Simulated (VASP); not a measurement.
# Pd (I4/mmm) in VASP: a series of runs, part 2 of 2

VASP 6.6.1.

## 3. Single point, PBEsol

This run uses another cell than the first one, of 15.70 Å³/atom, 1.020 times its volume.

File INCAR:

```
SYSTEM = Pd
ALGO = Normal
EDIFF = 1E-6
ENCUT = 520
GGA = PS
ISIF = 2
ISMEAR = -1
LASPH = .True.
LCHARG = .True.
LELF = .True.
LREAL = .False.
LVHAR = .True.
LWAVE = .False.
NBANDS = 11
NELM = 80
PREC = Accurate
SIGMA = 0.1
```

File KPOINTS:

```
k-points
0
Gamma
  15 15 15
  0 0 0
```

File POSCAR:

```
Pd
1.0
   -1.5722810000      1.5722810000      1.5880038100
    1.5722810000     -1.5722810000      1.5880038100
    1.5722810000      1.5722810000     -1.5880038100
Pd
1
Direct
    0.0000000000      0.0000000000      0.0000000000
```

Potentials or basis: VASP PAW PBE potentials, release 64 (Pd).

Command:

```sh
> cat potpaw_PBE.64/Pd/POTCAR > POTCAR
> mpirun -np 1 vasp_std > vasp.out
```

OUTCAR:

```text
SYSTEM = Pd
   EDIFF = 1E-6
   ENCUT = 520
   GGA = PS
   ISIF = 2
   ISMEAR = -1
   LASPH = .True.
   LREAL = .False.
   NELM = 80
   PREC = Accurate

 ion  position               nearest neighbor table
   1  0.000  0.000  0.000-

  LATTYP: Found a body centered tetragonal cell.
 ALAT       =     3.1445620000
 C/A-ratio  =     1.0100000000

  Lattice vectors:

 A1 = (  -1.5722810000,   1.5722810000,   1.5880038100)
 A2 = (   1.5722810000,  -1.5722810000,   1.5880038100)
 A3 = (   1.5722810000,   1.5722810000,  -1.5880038100)

Analysis of symmetry for initial positions (statically):
=====================================================================
 Subroutine PRICEL returns:
 Original cell was already a primitive cell.

 Routine SETGRP: Setting up the symmetry group for a
 body centered tetragonal supercell.

 Subroutine GETGRP returns: Found 16 space group operations
 (whereof 16 operations were pure point group operations)
 out of a pool of 16 trial point group operations.

The static configuration has the point symmetry D_4h.

Analysis of symmetry for dynamics (positions and initial velocities):
=====================================================================
 Subroutine PRICEL returns:
 Original cell was already a primitive cell.

 Routine SETGRP: Setting up the symmetry group for a
 body centered tetragonal supercell.

 Subroutine GETGRP returns: Found 16 space group operations
 (whereof 16 operations were pure point group operations)
 out of a pool of 16 trial point group operations.

The dynamic configuration has the point symmetry D_4h.

 Subroutine INISYM returns: Found 16 space group operations
 (whereof 16 operations are pure point group operations),
 and found     1 'primitive' translations

----------------------------------------------------------------------------------------

                                     Primitive cell
[... 106 lines left out ...]
   IALGO  =     38    algorithm
   IMIX   =      4    mixing-type and parameters
     AMIX     =   0.40;   BMIX     =  1.00
     AMIX_MAG =   1.60;   BMIX_MAG =  1.00
  volume/ion in A,a.u.               =      15.70       105.97
  Fermi-wavevector in a.u.,A,eV,Ry     =   1.408481  2.661642 26.991478  1.983818
  Thomas-Fermi vector in A             =   2.530634
   LORBIT       =      0    0 simple, 1 ext, 2 COOP (PROOUT), +10 PAW based schemes
   GGA     = PS    functional components
   LHFCALC =     F    Hartree Fock is set to
   AEXX    =    0.0000 exact exchange contribution
   IVDW    =     0    specifies the selected vdW correction
   LEPSILON=     F    determine dielectric tensor
   LRPA    =     F    only Hartree local field effects (RPA)
 non-spin polarized calculation
  energy-cutoff  :      520.00
  volume of cell :       15.70
 maximum number of plane-waves:       435
   NGX = 11   NGY = 11   NGZ = 11

 number of electron      10.0000003 magnetization

 Free energy of the ion-electron system (eV)
  ---------------------------------------------------
  ext. energy  EPLUGINS =         0.00000000
  ---------------------------------------------------
  free energy    TOTEN  =        -5.89036151 eV

  energy without entropy =       -5.84699088  energy(sigma->0) =       -5.86867619

 E-fermi :   8.5934     XC(G=0): -12.9902

 val. band max:        8.5932133531   @ k =  -0.4000  -0.4667   0.0667
 cond. band min:       8.5939238404   @ k =  -0.4000  -0.4667   0.2000
 fundamental gap:      0.0007104872
 Fermi energy:         8.5933500070

 k-point     1 :       0.0000    0.0000    0.0000
  band No.  band energies     occupation
      1       1.8441      2.00000
      2       5.8775      2.00000
      3       5.8775      2.00000
      4       5.9415      2.00000
      5       7.7022      1.99973
      6       7.7758      1.99944
      7      27.6539      0.00000
      8      27.8383      0.00000
      9      27.8383      0.00000
     10      35.5773      0.00000
     11      35.6952      0.00000
[... 309 lines left out ...]
 k-point    24 :       0.2000    0.1333    0.0000
  band No.  band energies     occupation
      1       4.0620      2.00000
      2       5.3620      2.00000
      3       5.7283      2.00000
      4       7.3104      1.99999
      5       7.8532      1.99878
      6       8.2587      1.93198
      7      23.0389      0.00000
      8      24.4207      0.00000
      9      27.8435      0.00000
     10      29.9253      0.00000
     11      33.8244      0.00000

 [... further k-points ...]
[... 5 lines left out ...]
  --------------------------------------------------------------------------------------
  -------------------------------------------------------------------------------------
  Total       -1.1215938     -1.1215938     -1.0942583      0.0000000     -0.0000000      0.0000000
  in kB     -114.4390738   -114.4390738   -111.6499613      0.0000000     -0.0000000      0.0000000
  external PRESSURE =    -113.5093696 kB  Pullay stress =       0.0000000 kB

 VOLUME and BASIS-vectors are now :
 -----------------------------------------------------------------------------
  energy-cutoff  :      520.00
  volume of cell :       15.70
      direct lattice vectors                 reciprocal lattice vectors
    -1.572281000  1.572281000  1.588003810     0.000000000  0.318009313  0.314860706
     1.572281000 -1.572281000  1.588003810     0.318009313  0.000000000  0.314860706
     1.572281000  1.572281000 -1.588003810     0.318009313  0.318009313  0.000000000

 POSITION                                       TOTAL-FORCE (eV/Angst)
 -----------------------------------------------------------------------------------
      0.00000      0.00000      0.00000        -0.000000     -0.000000     -0.000000
 -----------------------------------------------------------------------------------
    total drift:                                0.000000     -0.000000      0.000000

  FREE ENERGIE OF THE ION-ELECTRON SYSTEM (eV)
  ---------------------------------------------------
  free  energy   TOTEN  =        -5.8903615064 eV

  energy  without entropy=       -5.8469908758  energy(sigma->0) =       -5.86867619
```

OSZICAR:

```text
N       E                     dE             d eps       ncg     rms          rms(c)
DAV:   1     0.415987392029E+02    0.41599E+02   -0.50903E+03  6376   0.846E+02
DAV:   2    -0.567237180720E+01   -0.47271E+02   -0.45756E+02  7188   0.180E+02
DAV:   3    -0.623737774901E+01   -0.56501E+00   -0.56334E+00  7512   0.211E+01
DAV:   4    -0.624018297308E+01   -0.28052E-02   -0.28049E-02  7618   0.158E+00
DAV:   5    -0.624021641855E+01   -0.33445E-04   -0.33445E-04  8093   0.154E-01    0.695E+00
DAV:   6    -0.590229087166E+01    0.33793E+00   -0.15251E+00  7710   0.981E+00    0.306E+00
DAV:   7    -0.589402543318E+01    0.82654E-02   -0.82414E-03  7940   0.759E-01    0.170E+00
DAV:   8    -0.589035935559E+01    0.36661E-02   -0.10640E-03  7840   0.244E-01    0.591E-02
DAV:   9    -0.589035869401E+01    0.66158E-06   -0.15233E-05  8370   0.343E-02    0.138E-02
DAV:  10    -0.589036168886E+01   -0.29949E-05   -0.14821E-06  7802   0.119E-02    0.293E-03
DAV:  11    -0.589036150638E+01    0.18248E-06   -0.15632E-08  5001   0.120E-03
   1 F= -.58903615E+01 E0= -.58686762E+01  d E =-.433706E-01
```

It took 20 s on 1 thread of Intel Xeon Platinum 8488C (Sapphire Rapids), shared host; peak memory 0.16 GiB.

Results:

```yaml
Free_energy: -5.8904 eV
Pressure: -11.4 GPa
Band_gap_on_the_k_mesh: zero (band 5 reaches 9.10 eV, above the bottom of band 6 at 7.67 eV)
```

Caveat: the PAW data sets were made with another functional, which shifts forces and pressure a little.

## 4. Single point, PBEsol

This run uses another cell than the first one, of 15.86 Å³/atom, 1.030 times its volume.

Edit INCAR of step 3 so:

```diff
@@ -8,6 +8,4 @@
 LASPH = .True.
-LCHARG = .True.
-LELF = .True.
+LCHARG = .False.
 LREAL = .False.
-LVHAR = .True.
 LWAVE = .False.
```

KPOINTS is that of step 3.

File POSCAR:

```
Pd
1.0
   -1.5722810000      1.5722810000      1.6037266200
    1.5722810000     -1.5722810000      1.6037266200
    1.5722810000      1.5722810000     -1.6037266200
Pd
1
Direct
    0.0000000000      0.0000000000      0.0000000000
```

Command:

```sh
> cat potpaw_PBE.64/Pd/POTCAR > POTCAR
> mpirun -np 1 vasp_std > vasp.out
```

Wall time 27 s (1 thread of Intel Xeon Platinum 8488C (Sapphire Rapids), shared host); peak memory 0.16 GiB.

Results (log left out):

```yaml
Free_energy: -5.8791 eV
Pressure: -12.6 GPa
Band_gap_on_the_k_mesh: zero (band 5 reaches 8.95 eV, above the bottom of band 6 at 7.55 eV)
```

Stress tensor (GPa, compression positive):
```
-12.80   0.00   0.00
  0.00 -12.80   0.00
  0.00   0.00 -12.25
```

Levels at points of the mesh, in eV from the Fermi level:
```csv
k point,band 2,band 3,band 4,band 5,band 6,band 7,band 8,band 9
"(0.00, 0.00, 0.00)",-2.69,-2.69,-2.57,-0.92,-0.77,18.92,19.28,19.28
```

Caveat: the PAW data sets were made with another functional, which shifts forces and pressure a little.

## 5. Single point, PBEsol

This run uses another cell than the first one, of 16.01 Å³/atom, 1.040 times its volume.

File INCAR:

```
ALGO     = Normal         # electronic algorithm
EDIFF    = 1E-7           # SCF threshold, eV
ENCUT    = 520            # plane-wave cutoff, eV
GGA      = PS             # functional
ISIF     = 2              # what is computed and relaxed
ISMEAR   = -1             # smearing method
LASPH    = True           # aspherical terms in the spheres
LCHARG   = True           # write CHGCAR
LELF     = True           # ELF
LREAL    = False          # projectors in reciprocal space
LVHAR    = True         
LWAVE    = False          # write WAVECAR
NBANDS   = 11             # bands
NELM     = 80             # most SCF steps
PREC     = Accurate       # precision mode
SIGMA    = 0.1            # smearing width, eV
```

File KPOINTS:

```
k-points
0
Gamma
  15 15 15
```

File POSCAR:

```
Pd
1.0
   -1.5722810000      1.5722810000      1.6194494300
    1.5722810000     -1.5722810000      1.6194494300
    1.5722810000      1.5722810000     -1.6194494300
Pd
1
Direct
    0.0000000000      0.0000000000      0.0000000000
```

Potentials or basis: VASP PAW PBE potentials, release 64 (Pd).

Command:

```sh
> cat potpaw_PBE.64/Pd/POTCAR > POTCAR
> mpirun -np 1 vasp_std > vasp.out
```

OUTCAR:

```text
EDIFF = 1E-7
   ENCUT = 520
   GGA = PS
   ISIF = 2
   ISMEAR = -1
   LASPH = True
   LREAL = False
   NELM = 80
   PREC = Accurate

 ion  position               nearest neighbor table
   1  0.000  0.000  0.000-

  LATTYP: Found a body centered tetragonal cell.
 ALAT       =     3.1445620000
 C/A-ratio  =     1.0300000000

  Lattice vectors:

 A1 = (  -1.5722810000,   1.5722810000,   1.6194494300)
 A2 = (   1.5722810000,  -1.5722810000,   1.6194494300)
 A3 = (   1.5722810000,   1.5722810000,  -1.6194494300)

Analysis of symmetry for initial positions (statically):
=====================================================================
 Subroutine PRICEL returns:
 Original cell was already a primitive cell.

 Routine SETGRP: Setting up the symmetry group for a
 body centered tetragonal supercell.

 Subroutine GETGRP returns: Found 16 space group operations
 (whereof 16 operations were pure point group operations)
 out of a pool of 16 trial point group operations.

The static configuration has the point symmetry D_4h.

Analysis of symmetry for dynamics (positions and initial velocities):
=====================================================================
 Subroutine PRICEL returns:
 Original cell was already a primitive cell.

 Routine SETGRP: Setting up the symmetry group for a
 body centered tetragonal supercell.

 Subroutine GETGRP returns: Found 16 space group operations
 (whereof 16 operations were pure point group operations)
 out of a pool of 16 trial point group operations.

The dynamic configuration has the point symmetry D_4h.

 Subroutine INISYM returns: Found 16 space group operations
 (whereof 16 operations are pure point group operations),
 and found     1 'primitive' translations

----------------------------------------------------------------------------------------

                                     Primitive cell

  volume of cell :      16.0136
[... 106 lines left out ...]
     AMIX     =   0.40;   BMIX     =  1.00
     AMIX_MAG =   1.60;   BMIX_MAG =  1.00
  volume/ion in A,a.u.               =      16.01       108.06
  Fermi-wavevector in a.u.,A,eV,Ry     =   1.399305  2.644302 26.640933  1.958053
  Thomas-Fermi vector in A             =   2.522377
   LORBIT       =      0    0 simple, 1 ext, 2 COOP (PROOUT), +10 PAW based schemes
   GGA     = PS    functional components
   LHFCALC =     F    Hartree Fock is set to
   AEXX    =    0.0000 exact exchange contribution
   IVDW    =     0    specifies the selected vdW correction
   LEPSILON=     F    determine dielectric tensor
   LRPA    =     F    only Hartree local field effects (RPA)
 non-spin polarized calculation
  energy-cutoff  :      520.00
  volume of cell :       16.01
 maximum number of plane-waves:       443
   NGX = 11   NGY = 11   NGZ = 11

 number of electron      10.0000000 magnetization

 number of electron       9.9999998 magnetization

 Free energy of the ion-electron system (eV)
  ---------------------------------------------------
  ext. energy  EPLUGINS =         0.00000000
  ---------------------------------------------------
  free energy    TOTEN  =        -5.86680255 eV

  energy without entropy =       -5.82159967  energy(sigma->0) =       -5.84420111

 E-fermi :   8.2923     XC(G=0): -12.8709

 val. band max:        8.2918996057   @ k =  -0.4000   0.4000   0.2000
 cond. band min:       8.2939115213   @ k =  -0.2667  -0.4667   0.1333
 fundamental gap:      0.0020119155
 Fermi energy:         8.2922823247

 k-point     1 :       0.0000    0.0000    0.0000
  band No.  band energies     occupation
      1       1.6837      2.00000
      2       5.6199      2.00000
      3       5.6199      2.00000
      4       5.8018      2.00000
      5       7.3530      1.99983
      6       7.5592      1.99869
      7      27.0716      0.00000
      8      27.6001      0.00000
      9      27.6001      0.00000
     10      35.0514      0.00000
     11      35.1530      0.00000
[... 309 lines left out ...]
 k-point    24 :       0.2000    0.1333    0.0000
  band No.  band energies     occupation
      1       3.8667      2.00000
      2       5.1759      2.00000
      3       5.5158      2.00000
      4       7.0203      1.99999
      5       7.5258      1.99906
      6       7.9822      1.91385
      7      22.5155      0.00000
      8      23.9651      0.00000
      9      27.4809      0.00000
     10      29.5224      0.00000
     11      33.3597      0.00000

 [... further k-points ...]
[... 5 lines left out ...]
  --------------------------------------------------------------------------------------
  -------------------------------------------------------------------------------------
  Total       -1.4059675     -1.4059675     -1.3245943      0.0000000      0.0000000      0.0000000
  in kB     -140.6689141   -140.6689141   -132.5274241      0.0000000      0.0000000      0.0000000
  external PRESSURE =    -137.9550841 kB  Pullay stress =       0.0000000 kB

 VOLUME and BASIS-vectors are now :
 -----------------------------------------------------------------------------
  energy-cutoff  :      520.00
  volume of cell :       16.01
      direct lattice vectors                 reciprocal lattice vectors
    -1.572281000  1.572281000  1.619449430     0.000000000  0.318009313  0.308746905
     1.572281000 -1.572281000  1.619449430     0.318009313  0.000000000  0.308746905
     1.572281000  1.572281000 -1.619449430     0.318009313  0.318009313  0.000000000

 POSITION                                       TOTAL-FORCE (eV/Angst)
 -----------------------------------------------------------------------------------
      0.00000      0.00000      0.00000        -0.000000      0.000000      0.000000
 -----------------------------------------------------------------------------------
    total drift:                                0.000000     -0.000000      0.000000

  FREE ENERGIE OF THE ION-ELECTRON SYSTEM (eV)
  ---------------------------------------------------
  free  energy   TOTEN  =        -5.8668025540 eV

  energy  without entropy=       -5.8215996698  energy(sigma->0) =       -5.84420111
```

OSZICAR:

```text
N       E                     dE             d eps       ncg     rms          rms(c)
DAV:   1     0.421031249887E+02    0.42103E+02   -0.50859E+03  6352   0.843E+02
DAV:   2    -0.561765479723E+01   -0.47721E+02   -0.46019E+02  7149   0.180E+02
DAV:   3    -0.620831230920E+01   -0.59066E+00   -0.58881E+00  7553   0.214E+01
DAV:   4    -0.621125512052E+01   -0.29428E-02   -0.29425E-02  7581   0.161E+00
DAV:   5    -0.621129124544E+01   -0.36125E-04   -0.36125E-04  8100   0.156E-01    0.661E+00
DAV:   6    -0.587747569967E+01    0.33382E+00   -0.15615E+00  7641   0.985E+00    0.289E+00
DAV:   7    -0.587021319414E+01    0.72625E-02   -0.63404E-03  7877   0.729E-01    0.163E+00
DAV:   8    -0.586679812714E+01    0.34151E-02   -0.10158E-03  7789   0.223E-01    0.474E-02
DAV:   9    -0.586679986542E+01   -0.17383E-05   -0.10012E-05  8485   0.272E-02    0.111E-02
DAV:  10    -0.586680266096E+01   -0.27955E-05   -0.10730E-06  7873   0.974E-03    0.173E-03
DAV:  11    -0.586680254581E+01    0.11516E-06   -0.16529E-08  5813   0.105E-03    0.540E-04
DAV:  12    -0.586680255398E+01   -0.81749E-08   -0.15797E-09  4947   0.359E-04
   1 F= -.58668026E+01 E0= -.58442011E+01  d E =-.452029E-01
```

stdout:

```text
POSCAR found type information on POSCAR Pd
 POSCAR found :  1 types and       1 ions
 scaLAPACK will be used
 -----------------------------------------------------------------------------
|                                                                             |
|                                                                             |
|     You enforced a specific xc type in the INCAR file but a different       |
|     I HOPE YOU KNOW WHAT YOU ARE DOING!                                     |
|                                                                             |
 -----------------------------------------------------------------------------

 LDA part: xc-table for (Slater+PW92), standard interpolation
 POSCAR, INCAR and KPOINTS ok, starting setup
 FFT: planning ... GRIDC
 FFT: planning ... GRID_SOFT
 FFT: planning ... GRID
 WAVECAR not read
 entering main loop
```

Wall time 21 s (1 thread of Intel Xeon Platinum 8488C (Sapphire Rapids), shared host); peak memory 0.16 GiB.

Results:

- Free energy: -5.8668 eV
- Pressure: -13.8 GPa
- Band gap on the k mesh: zero (band 5 reaches 8.79 eV, above the bottom of band 6 at 7.39 eV)

Caveat: the PAW data sets were made with another functional, which shifts forces and pressure a little.

## 6. Overview

| cell | gap on the mesh (eV) | pressure (GPa) |
| --- | --- | --- |
| a = 2.714 Å, angles 109.2, 109.2, 110.0°, 1 atom | none | -8.5 |
| a = 2.732 Å, angles 109.7, 109.7, 108.9°, 1 atom | none | -11.4 |
| a = 2.742 Å, angles 110.0, 110.0, 108.4°, 1 atom | none | -12.6 |
| a = 2.751 Å, angles 110.3, 110.3, 107.9°, 1 atom | none | -13.8 |

Alike in all rows: task single point; level PBEsol; potentials or basis VASP PAW PBE potentials, release 64 (Pd); no spin polarisation; k mesh 15 × 15 × 15; cutoff (eV) 520; smearing fermi-dirac 0.1 eV.

Caveats: the PAW data sets were made with another functional, which shifts forces and pressure a little.

Absolute energies hang on the potentials; compare differences alone.
